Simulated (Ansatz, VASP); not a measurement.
**AlCo: VASP beside Ansatz**

```
CELL_PARAMETERS angstrom
2.20036 0.00000 0.00000
-1.10018 1.90557 0.00000
0.00000 0.00000 3.20643
ATOMIC_POSITIONS crystal
Co 0.00000 0.00000 0.00000
Al 0.33333 0.66667 0.50000
```

Change from the starting cell: volume scaled by 0.55, PAW files.

Alike in both runs: task single point; functional PBE; k mesh 15 × 15 × 14; occupations fermi-dirac, width 0.1 eV; no spin polarisation.

|  | VASP | Ansatz |
| --- | --- | --- |
| version | VASP 6.6.1 | Ansatz 0.2.0 |
| potentials or method | VASP PAW PBE potentials, release 64 (Co, Al) | PAW with Ansatz's default frozen-core files, scalar-relativistic |
| plane-wave cutoff (eV) | 520 | 420 |
| valence electrons in the cell | 12 | 20 |

Ansatz gave:

* pressure (GPa): 338.7
* traceless stress, the component that is largest in VASP (GPa): 0.17

Which values does VASP return?

Pressure (GPa): 341.9; traceless stress, the component that is largest in VASP (GPa): 0.94.

Both programs put the cell under a high pressure, so it lies far from rest at this level. VASP's potentials hold 12 valence electrons a cell and Ansatz's 20, so a difference there can come from the potentials and not from the codes.

Noted on VASP's run: the cell as given lies far from equilibrium.
